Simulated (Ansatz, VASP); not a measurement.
**ScAl3F in VASP and in Ansatz**

```
CELL_PARAMETERS angstrom
3.97251 0.00000 0.00000
0.00000 3.97251 0.00000
0.00000 0.00000 3.99058
ATOMIC_POSITIONS crystal
Sc 0.50000 0.50000 0.48200
Al 0.50000 0.50000 0.01600
Al 0.50000 0.00000 0.51500
Al 0.00000 0.50000 0.51500
F 0.00000 0.00000 0.00000
```

Change from the starting cell: species swapped into the BaTiO3 type (P4mm, No. 99).

Alike in both runs: task single point; functional PBE; k mesh 4 × 4 × 4; occupations gaussian, width 0.1 eV; no spin polarisation.

```csv
,VASP,Ansatz
version,VASP 6.6.1,Ansatz 0.2.0
potentials or method,"VASP PAW PBE potentials, release 64 (Sc_sv, Al, F), cutoff 520 eV","scalar-relativistic, plane waves, PAW"
valence electrons in the cell,27,27
```

```tsv
	VASP	Ansatz	Ansatz less VASP
gap on the k mesh at the Fermi level (eV)	none	none	-
rms of the force components (eV/Å)	1.667	1.624	-0.0430
```

Atom by atom the forces differ by 0.047 eV/Å (rms over components). A gap of «none» marks a metal or a gap that the smearing closes.

The k mesh is coarse, so the values compare programs but aren't converged.
